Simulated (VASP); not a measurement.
Input of a VASP 6.6.1 run:

Contents of INCAR:

```
PREC = Accurate ; ENCUT = 520
EDIFF = 1E-6 ; ISMEAR = 0
SIGMA = 0.05 ; LREAL = F
LASPH = T ; NELM = 60
ALGO = Normal ; ISIF = 2
LWAVE = F ; LCHARG = F
NBANDS = 28
```

File KPOINTS:

```
Automatic mesh
0
Gamma
  10 6 8
```

File POSCAR:

```
SnO
1.0
    3.6140695786      0.0000000000      0.0000000000
    0.0000000000      6.1122432462      0.0000000000
    0.0000000000      0.0000000000      3.6383834513
Sn O
2 2
Direct
    0.0000000000      0.2319090000      0.5131440000
    0.5000000000      0.7680910000      0.0131440000
    0.0000000000      0.8912500000      0.7368570000
    0.5000000000      0.1087500000      0.2368570000
```

Potentials or basis: VASP PAW LDA potentials, release 64 (Sn_d, O).

Command:

```bash
$ cat potpaw_LDA.64/Sn_d/POTCAR potpaw_LDA.64/O/POTCAR > POTCAR
$ mpirun -np 1 vasp_std > vasp.out
```

**Question.** Estimate the pressure.

**Answer.** -9.1 GPa.

**Question.** Predict the band gap on the k mesh.

**Answer.** 1.18 eV (least direct gap 2.13 eV).

**Question.** What does it give for the largest force?

**Answer.** 1.516 eV/Å.

Stress tensor (GPa, compression positive):
```
-12.15   0.00   0.00
  0.00 -10.81   0.00
  0.00   0.00  -4.45
```

Caveat: the cell stands under tension; spin-orbit coupling is left out, which moves the levels of the heavy elements; forces of over 1 eV/Å act on the atoms, so gaps and moduli don't describe the material at rest. A k mesh can miss the band edges.
